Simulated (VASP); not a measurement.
# Ca (I4/mmm) in VASP: single point with PBEsol

Aim: the single point of Ca with PBEsol.

Program: VASP 6.6.1. These are calculated values, not measurements. Logs are shortened: lines on timing, memory, paths and dates and some standing lists are left out, and cuts for length are marked.

### 1 The cell of the first run

Symmetry: I4/mmm, No. 139, tetragonal system. Conventional cell: a = 3.952 Å, b = 3.952 Å, c = 5.253 Å, α = 90.00°, β = 90.00°, γ = 90.00°. Ca (site symmetry 4/mmm) has 12 Ca at 3.83 to 3.95 Å within 5.0 Å.

### 2 Single point, PBEsol (strain -0.0600 x Voigt [1, 0, 0, 0, 0, 0])

Input file INCAR:

```
SYSTEM = Ca
ALGO = Fast
EDIFF = 1E-6
ENCUT = 520
GGA = PS
ISIF = 2
ISMEAR = 0
LASPH = .TRUE.
LCHARG = .TRUE.
LELF = .TRUE.
LREAL = .FALSE.
LVHAR = .TRUE.
LWAVE = .FALSE.
NBANDS = 11
NELM = 100
PREC = Accurate
SIGMA = 0.15
```

Input file KPOINTS:

```
k-points
0
G
  14 14 14
  0 0 0
```

Input file POSCAR:

```
Ca
1.0
    0.0000000000      2.7942000000      2.7942000000
    2.6265480000      0.0000000000      2.7942000000
    2.6265480000      2.7942000000      0.0000000000
Ca
1
Direct
    0.0000000000      0.0000000000      0.0000000000
```

Potentials or basis: VASP PAW PBE potentials, release 64 (Ca_sv).

On the command line:

```
$ cat potpaw_PBE.64/Ca_sv/POTCAR > POTCAR
$ mpirun -np 1 vasp_std > vasp.out
```

OUTCAR:

```text
SYSTEM = Ca
   EDIFF = 1E-6
   ENCUT = 520
   GGA = PS
   ISIF = 2
   ISMEAR = 0
   LASPH = .TRUE.
   LREAL = .FALSE.
   NELM = 100
   PREC = Accurate

 ion  position               nearest neighbor table
   1  0.000  0.000  0.000-

  LATTYP: Found a body centered tetragonal cell.
 ALAT       =     3.9515955360
 C/A-ratio  =     1.3293607486

  Lattice vectors:

 A1 = (  -2.6265480000,   0.0000000000,  -2.7942000000)
 A2 = (  -2.6265480000,   0.0000000000,   2.7942000000)
 A3 = (   2.6265480000,   2.7942000000,   0.0000000000)

Analysis of symmetry for initial positions (statically):
=====================================================================
 Subroutine PRICEL returns:
 Original cell was already a primitive cell.

 Routine SETGRP: Setting up the symmetry group for a
 body centered tetragonal supercell.

 Subroutine GETGRP returns: Found 16 space group operations
 (whereof 16 operations were pure point group operations)
 out of a pool of 16 trial point group operations.

The static configuration has the point symmetry D_4h.

Analysis of symmetry for dynamics (positions and initial velocities):
=====================================================================
 Subroutine PRICEL returns:
 Original cell was already a primitive cell.

 Routine SETGRP: Setting up the symmetry group for a
 body centered tetragonal supercell.

 Subroutine GETGRP returns: Found 16 space group operations
 (whereof 16 operations were pure point group operations)
 out of a pool of 16 trial point group operations.

The dynamic configuration has the point symmetry D_4h.

 Subroutine INISYM returns: Found 16 space group operations
 (whereof 16 operations are pure point group operations),
 and found     1 'primitive' translations

----------------------------------------------------------------------------------------

                                     Primitive cell

  volume of cell :      41.0138

  direct lattice vectors                    reciprocal lattice vectors
     0.000000000  2.794200000  2.794200000    -0.190363930  0.178942094  0.178942094
     2.626548000  0.000000000  2.794200000     0.190363930 -0.178942094  0.178942094
     2.626548000  2.794200000  0.000000000     0.190363930  0.178942094 -0.178942094

  length of vectors
     3.951595536  3.834880446  3.834880446     0.316668553  0.316668553  0.316668553

  position of ions in fractional coordinates (direct lattice)
     0.000000000  0.000000000  0.000000000

  ion indices of the primitive-cell ions
   primitive index   ion index
                 1           1

----------------------------------------------------------------------------------------

 KPOINTS: k-points

Automatic generation of k-mesh.
 Grid dimensions read from file:
 generate k-points for:   14   14   14

 Generating k-lattice:

  Cartesian coordinates                     Fractional coordinates (reciprocal lattice)
    -0.013597424  0.012781578  0.012781578     0.071428571  0.000000000  0.000000000
     0.013597424 -0.012781578  0.012781578     0.000000000  0.071428571  0.000000000
     0.013597424  0.012781578 -0.012781578     0.000000000  0.000000000  0.071428571

  Length of vectors
     0.022619182  0.022619182  0.022619182

  Shift w.r.t. Gamma in fractional coordinates (k-lattice)
     0.000000000  0.000000000  0.000000000

 Subroutine IBZKPT returns following result:
 ===========================================

 Found    244 irreducible k-points:

 Following reciprocal coordinates:
            Coordinates               Weight
  0.000000  0.000000  0.000000      1.000000
  0.071429  0.000000  0.000000      8.000000
  0.142857  0.000000  0.000000      8.000000
  0.214286 -0.000000 -0.000000      8.000000
  0.285714 -0.000000 -0.000000      8.000000
  0.357143 -0.000000 -0.000000      8.000000
[... 16 lines left out ...]
  0.214286  0.142857 -0.000000     16.000000
  0.285714  0.142857 -0.000000     16.000000
 [... further k-points ...]
   k-points           NKPTS =    244   k-points in BZ     NKDIM =    244   number of bands    NBANDS=     11
   number of dos      NEDOS =    301   number of ions     NIONS =      1
   total plane-waves  NPLWV =  27000
   dimension x,y,z NGX =    30 NGY =   30 NGZ =   30
   dimension x,y,z NGXF=    60 NGYF=   60 NGZF=   60
   ions per type =               1
   NGX,Y,Z   is equivalent  to a cutoff of  12.62, 13.01, 13.01 a.u.
   NGXF,Y,Z  is equivalent  to a cutoff of  25.24, 26.01, 26.01 a.u.
 SYSTEM =  Ca
   PREC   = accura    normal or accurate (medium, high low for compatibility)
   ISTART =      0    job   : 0-new  1-cont  2-samecut
   ICHARG =      2    charge: 1-file 2-atom 10-const
   ISPIN  =      1    spin polarized calculation?
   LNONCOLLINEAR =      F non collinear calculations
   LSORBIT =      F    spin-orbit coupling
   LASPH  =      T    aspherical Exc in radial PAW
   ENCUT  =  520.0 eV  38.22 Ry    6.18 a.u.   7.35  7.13  7.13*2*pi/ulx,y,z
   NELM   =    100;   NELMIN=  2; NELMDL= -5     # of ELM steps
   EDIFF  = 0.1E-05   stopping-criterion for ELM
   LREAL  =      F    real-space projection
   EDIFFG = 0.1E-04   stopping-criterion for IOM
   NSW    =      0    number of steps for IOM
   IBRION =     -1    ionic relax: 0-MD 1-quasi-New 2-CG
   NFREE  =      0    steps in history (QN), initial steepest desc. (CG)
   ISIF   =      2    stress and relaxation
   ISYM   =      2    0-nonsym 1-usesym 2-fastsym
   POTIM  = 0.5000    time-step for ionic-motion
   TEBEG  =    0.0;   TEEND  =   0.0 temperature during run
   PSTRESS=    0.0 pullay stress
   NELECT =      10.0000    total number of electrons
   NUPDOWN=      -1.0000    fix difference up-down
   EMIN   =  10.00;   EMAX   =-10.00  energy-range for DOS
   EFERMI =   0.00;   METHOD = LEGACY
   ISMEAR =     0;   SIGMA  =   0.15  broadening in eV -4-tet -1-fermi 0-gaus
   EFERMI_NEDOS =   21; number of points for ismear=-14 and -15
   IALGO  =     68    algorithm
   IMIX   =      4    mixing-type and parameters
     AMIX     =   0.40;   BMIX     =  1.00
     AMIX_MAG =   1.60;   BMIX_MAG =  1.00
  volume/ion in A,a.u.               =      41.01       276.77
  Fermi-wavevector in a.u.,A,eV,Ry     =   1.022739  1.932696 14.231621  1.045995
  Thomas-Fermi vector in A             =   2.156434
   LORBIT       =      0    0 simple, 1 ext, 2 COOP (PROOUT), +10 PAW based schemes
   GGA     = PS    functional components
   LHFCALC =     F    Hartree Fock is set to
   AEXX    =    0.0000 exact exchange contribution
   IVDW    =     0    specifies the selected vdW correction
   LEPSILON=     F    determine dielectric tensor
   LRPA    =     F    only Hartree local field effects (RPA)
 non-spin polarized calculation
 RMM-DIIS sequential band-by-band and
 Gauss-broadening in eV      SIGMA  =   0.15
  energy-cutoff  :      520.00
  volume of cell :       41.01
 maximum number of plane-waves:      1125
 NGX is ok and might be reduce to    30
   NGX = 15   NGY = 15   NGZ = 15

 number of electron      10.0000001 magnetization

 Free energy of the ion-electron system (eV)
  ---------------------------------------------------
  ext. energy  EPLUGINS =         0.00000000
  ---------------------------------------------------
  free energy    TOTEN  =        -2.13945061 eV

  energy without entropy =       -2.12442582  energy(sigma->0) =       -2.13193822

 E-fermi :   2.0029     XC(G=0):  -7.9012

 val. band max:        1.9985212777   @ k =  -0.2143   0.4286   0.3571
 cond. band min:       2.0074818485   @ k =   0.2143  -0.4286   0.0714
 fundamental gap:      0.0089605709
 Fermi energy:         2.0029192210

 k-point     1 :       0.0000    0.0000    0.0000
  band No.  band energies     occupation
      1     -39.7742      2.00000
      2     -20.7638      2.00000
      3     -20.7638      2.00000
      4     -20.7580      2.00000
      5      -2.0814      2.00000
      6       4.2867      0.00000
      7       4.2867      0.00000
      8       4.5599      0.00000
      9       5.2894      0.00000
     10       5.6395      0.00000
     11      11.2900      0.00000

 k-point     2 :       0.0714    0.0000    0.0000
  band No.  band energies     occupation
      1     -39.7734      2.00000
      2     -20.7703      2.00000
      3     -20.7652      2.00000
      4     -20.7601      2.00000
      5      -1.9916      2.00000
      6       4.2288      0.00000
      7       4.3192      0.00000
      8       4.5552      0.00000
      9       5.2663      0.00000
     10       5.6025      0.00000
     11      11.4034      0.00000

 k-point     3 :       0.1429    0.0000    0.0000
  band No.  band energies     occupation
      1     -39.7712      2.00000
      2     -20.7919      2.00000
      3     -20.7692      2.00000
      4     -20.7627      2.00000
      5      -1.7268      2.00000
      6       4.0009      0.00000
      7       4.3842      0.00000
      8       4.6049      0.00000
      9       5.2405      0.00000
     10       5.5246      0.00000
     11      11.2782      0.00000

 k-point     4 :       0.2143   -0.0000   -0.0000
  band No.  band energies     occupation
      1     -39.7680      2.00000
      2     -20.8235      2.00000
      3     -20.7749      2.00000
      4     -20.7658      2.00000
      5      -1.3014      2.00000
      6       3.6403      0.00000
      7       4.3917      0.00000
      8       4.6630      0.00000
      9       5.3254      0.00000
     10       5.5007      0.00000
     11      10.1603      0.00000

 k-point     5 :       0.2857   -0.0000   -0.0000
  band No.  band energies     occupation
      1     -39.7644      2.00000
      2     -20.8585      2.00000
      3     -20.7812      2.00000
      4     -20.7690      2.00000
      5      -0.7413      2.00000
      6       3.2110      0.00000
      7       4.3049      0.00000
      8       4.6344      0.00000
      9       5.5698      0.00000
     10       5.6216      0.00000
     11       9.0814      0.00000
[... 211 lines left out ...]
 k-point    21 :      -0.0714    0.0714    0.0000
  band No.  band energies     occupation
      1     -39.7721      2.00000
      2     -20.7814      2.00000
      3     -20.7693      2.00000
      4     -20.7617      2.00000
      5      -1.8385      2.00000
      6       4.1229      0.00000
      7       4.3588      0.00000
      8       4.5552      0.00000
      9       5.2586      0.00000
     10       5.5416      0.00000
     11      11.5475      0.00000

 k-point    22 :       0.1429    0.1429    0.0000
  band No.  band energies     occupation
      1     -39.7704      2.00000
      2     -20.7925      2.00000
      3     -20.7716      2.00000
      4     -20.7696      2.00000
      5      -1.6295      2.00000
      6       3.8800      0.00000
      7       4.5191      0.00000
      8       4.7269      0.00000
      9       4.8897      0.00000
     10       5.6667      0.00000
     11      11.8663      0.00000

 k-point    23 :       0.2143    0.1429   -0.0000
  band No.  band energies     occupation
      1     -39.7681      2.00000
      2     -20.8120      2.00000
      3     -20.7762      2.00000
      4     -20.7747      2.00000
      5      -1.3266      2.00000
      6       3.6686      0.00000
      7       4.5024      0.00000
      8       4.7408      0.00000
      9       4.8993      0.00000
     10       5.7107      0.00000
     11      11.1958      0.00000

 k-point    24 :       0.2857    0.1429   -0.0000
  band No.  band energies     occupation
      1     -39.7651      2.00000
      2     -20.8392      2.00000
      3     -20.7829      2.00000
      4     -20.7792      2.00000
      5      -0.8727      2.00000
      6       3.3905      0.00000
      7       4.2375      0.00000
      8       4.7827      0.00000
      9       5.1555      0.00000
     10       5.8101      0.00000
     11       9.9848      0.00000

 [... further k-points ...]
[... 5 lines left out ...]
  --------------------------------------------------------------------------------------
  -------------------------------------------------------------------------------------
  Total        0.0146144     -0.0705361     -0.0705361     -0.0000000      0.0000000      0.0000000
  in kB        0.5709033     -2.7554465     -2.7554465     -0.0000000      0.0000000      0.0000000
  external PRESSURE =      -1.6466632 kB  Pullay stress =       0.0000000 kB

 VOLUME and BASIS-vectors are now :
 -----------------------------------------------------------------------------
  energy-cutoff  :      520.00
  volume of cell :       41.01
      direct lattice vectors                 reciprocal lattice vectors
     0.000000000  2.794200000  2.794200000    -0.190363930  0.178942094  0.178942094
     2.626548000  0.000000000  2.794200000     0.190363930 -0.178942094  0.178942094
     2.626548000  2.794200000  0.000000000     0.190363930  0.178942094 -0.178942094

 POSITION                                       TOTAL-FORCE (eV/Angst)
 -----------------------------------------------------------------------------------
      0.00000      0.00000      0.00000         0.000000     -0.000000      0.000000
 -----------------------------------------------------------------------------------
    total drift:                               -0.000000     -0.000000      0.000000

  FREE ENERGIE OF THE ION-ELECTRON SYSTEM (eV)
  ---------------------------------------------------
  free  energy   TOTEN  =        -2.1394506129 eV

  energy  without entropy=       -2.1244258199  energy(sigma->0) =       -2.13193822
```

Wall time 51 s (1 thread of Intel Xeon 6975P-C (Granite Rapids), shared host); peak memory 0.24 GiB.

What came out:

```yaml
Free_energy: -2.1395 eV
Pressure: -0.2 GPa
Band_gap_on_the_k_mesh: zero (bands 5 and 6 overlap by 0.28 eV)
```

Stress tensor (GPa, compression positive):
```
 0.06  0.00  0.00
 0.00 -0.28  0.00
 0.00  0.00 -0.28
```

Levels at points of the mesh, in eV from the Fermi level:
```
           k point  band 1  band 2  band 3  band 4  band 5  band 6  band 7  band 8  band 9  band 10
(0.00, 0.00, 0.00)  -41.78  -22.77  -22.77  -22.76   -4.08    2.28    2.28    2.56    3.29     3.64
(0.50, 0.00, 0.00)  -41.76  -22.92  -22.80  -22.78   -1.01   -0.13    2.07    2.43    4.11     4.27
(0.50, 0.50, 0.00)  -41.76  -22.91  -22.82  -22.81   -0.55    0.61    0.82    4.16    4.26     4.48
(0.00, 0.50, 0.50)  -41.75  -22.91  -22.84  -22.84   -0.37    0.45    1.45    4.18    4.39     4.39
```

Caveat: the cell differs from its parent crystal (strain -0.0600 x Voigt [1, 0, 0, 0, 0, 0]); the PAW data sets were made with another functional, which shifts forces and pressure a little.
